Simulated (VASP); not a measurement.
Here is a VASP 6.6.1 calculation.

POSCAR

```
Se
1.0
    2.8105630200      0.0000000000      0.0000000000
    0.0000000000      2.8105630200      0.0000000000
    0.0000000000      0.0000000000      2.8105630200
Se
1
Direct
    0.0000000000      0.0000000000      0.0000000000
```

The input INCAR.step1:

```
SYSTEM = Se
ALGO     = Normal         ! electronic algorithm
EDIFF    = 1E-4           ! SCF threshold, eV
ENCUT    = 600            ! plane-wave cutoff, eV
GGA      = PE             ! functional
ISMEAR   = -1             ! smearing method
LASPH    = .True.         ! aspherical terms in the spheres
LCHARG   = .False.        ! write CHGCAR
LREAL    = .False.        ! projectors in reciprocal space
LWAVE    = .True.         ! write WAVECAR
NELM     = 60             ! most SCF steps
PREC     = Accurate       ! precision mode
SIGMA    = 0.05           ! smearing width, eV
```

File INCAR.step2:

```
SYSTEM = Se
ALGO     = Normal         ! electronic algorithm
EDIFF    = 1E-7           ! SCF threshold, eV
EDIFFG   = -0.01          ! ionic threshold
ENCUT    = 600            ! plane-wave cutoff, eV
IBRION   = 2              ! ionic algorithm
ISIF     = 3              ! what is computed and relaxed
ISMEAR   = -1             ! smearing method
ISTART   = 1            
LASPH    = .True.         ! aspherical terms in the spheres
LCHARG   = .False.        ! write CHGCAR
LMIXTAU  = .True.       
LREAL    = .False.        ! projectors in reciprocal space
LWAVE    = .False.        ! write WAVECAR
METAGGA  = R2SCAN         ! meta-GGA
NELM     = 60             ! most SCF steps
NSW      = 60             ! ionic steps
PREC     = Accurate       ! precision mode
SIGMA    = 0.05           ! smearing width, eV
```

KPOINTS

```
k-points
0
Gamma
  9 9 9
  0 0 0
```

Potentials or basis: VASP PAW PBE potentials, release 64 (Se).

Command:

```sh
$ cat potpaw_PBE.64/Se/POTCAR > POTCAR
$ cp INCAR.step1 INCAR
$ mpirun -np 1 vasp_std > vasp.out
$ cp INCAR.step2 INCAR
$ mpirun -np 1 vasp_std > vasp.out
```

Predict the band gap on the k mesh.

zero (band 3 reaches 7.52 eV, above the bottom of band 4 at 1.15 eV).

Predict the relaxed volume.

22.41 Å³/atom.

What does it give for the relaxed cell?

a = 2.820 Å, b = 2.820 Å, c = 2.820 Å, α = 90.00°, β = 90.00°, γ = 90.00°.

Step by step:
```
step  energy change (eV)  largest force (eV/Å)  pressure (GPa)  volume (Å³)
   1              0.0000                0.0000            0.74        22.20
   2             -0.0003                0.0000           -0.38        22.53
   3             -0.0005                0.0000            0.01        22.41
```

Caveat: the PAW data sets were made with another functional, which shifts forces and pressure a little.
